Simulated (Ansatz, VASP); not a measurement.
Ge in VASP and in Ansatz

```xyz
2
Lattice="-2.6250 2.6250 1.4248 2.6250 -2.6250 1.4248 2.6250 2.6250 -1.4248" Properties=species:S:1:pos:R:3 pbc="T T T"
Ge    2.6250    0.0000    0.7124
Ge    0.0000    0.0000    1.4248
```

Change from the starting cell: volume scaled by 1.06, PAW files.

Alike in both runs: task electric field gradients; functional r2SCAN; k mesh 16 × 16 × 16; occupations fermi-dirac, width 0.05 eV; no spin polarisation.

|  | VASP | Ansatz |
| --- | --- | --- |
| version | VASP 6.6.1 | Ansatz 0.2.0 |
| potentials or method | VASP PAW PBE potentials, release 64 (Ge_d) | PAW with Ansatz's default frozen-core files, scalar-relativistic |
| plane-wave cutoff (eV) | 520 | 500 |
| valence electrons in the cell | 28 | 28 |

VASP gave:

```
pressure (GPa)                                                : -3.6
traceless stress, the component that is largest in VASP (GPa) : 0.61
size of Vzz on the site where it differs most (V/Å²)          : 25.6
```

**Question.** Estimate Ansatz's values.

**Answer.** Pressure (GPa): -3.5; traceless stress, the component that is largest in VASP (GPa): 0.65; size of Vzz on the site where it differs most (V/Å²): 27.1.

VASP's potentials were made for PBE, not for r2SCAN.
